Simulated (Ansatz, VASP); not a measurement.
## One calculation of As, two programs

The input INCAR:

```
ALGO = Normal ; EDIFF = 1E-6
EDIFFG = -0.01 ; ENCUT = 600
GGA = PE ; IBRION = 2
ISIF = 3 ; ISMEAR = -1
LASPH = T ; LCHARG = F
LREAL = F ; LWAVE = F
NELM = 100 ; NSW = 80
PREC = Accurate ; SIGMA = 0.1
```

File KPOINTS:

```
k-points
0
Gamma
  9 9 9
```

File POSCAR:

```
As
1.0
    0.0000000000      2.9125201240      2.9125201240
    2.9125201240      0.0000000000      2.9125201240
    2.9125201240      2.9125201240      0.0000000000
As
2
Direct
    0.1250000000      0.1250000000      0.1250000000
    0.8750000000      0.8750000000      0.8750000000
```

Input for Ansatz:

```yaml
crystal:
  lattice:
    - [0.0, 2.912520124, 2.912520124]
    - [2.912520124, 0.0, 2.912520124]
    - [2.912520124, 2.912520124, 0.0]
  atoms:
    - { symbol: As, position: [0.125, 0.125, 0.125] }
    - { symbol: As, position: [0.875, 0.875, 0.875] }
hamiltonian:
  xc: pbe
  pseudopotentials:
    kind: paw
    azcp:
      As: "pseudopotentials/As.paw.azcp"
basis:
  ecutwfc: 420
  fft_grid_basis: typed
kpoints:
  mp_grid: { grid: [9, 9, 9], shift: [0, 0, 0] }
magnetization:
  spin_polarized: false
scf:
  occupations: { method: fermi_dirac, width: 0.1 }
relax:
  max_steps: 60
  f_tol: 0.01
  cell: {}
```

Alike in both runs: task relaxation of cell and atoms; functional PBE; k mesh 9 × 9 × 9; occupations fermi-dirac, width 0.1 eV; no spin polarisation.

```csv
,VASP,Ansatz
version,VASP 6.6.1,Ansatz 0.2.0
potentials or method,"VASP PAW PBE potentials, release 64 (As), cutoff 600 eV","plane waves (420 eV) with PAW, scalar-relativistic"
valence electrons in the cell,10,30
```

|  | VASP | Ansatz | Ansatz less VASP |
| --- | --- | --- | --- |
| relaxed volume (Å³/atom) | 28.66 | 28.60 | -0.060 |
| relaxed cell length with the largest relative difference (Å) | 4.328 | 4.325 | -0.0030 |

VASP's potentials hold 10 valence electrons a cell and Ansatz's 30, so a difference there can come from the potentials and not from the codes.

Noted on VASP's run: the volume moved by over 15 % at a fixed basis, so the end points are rough.
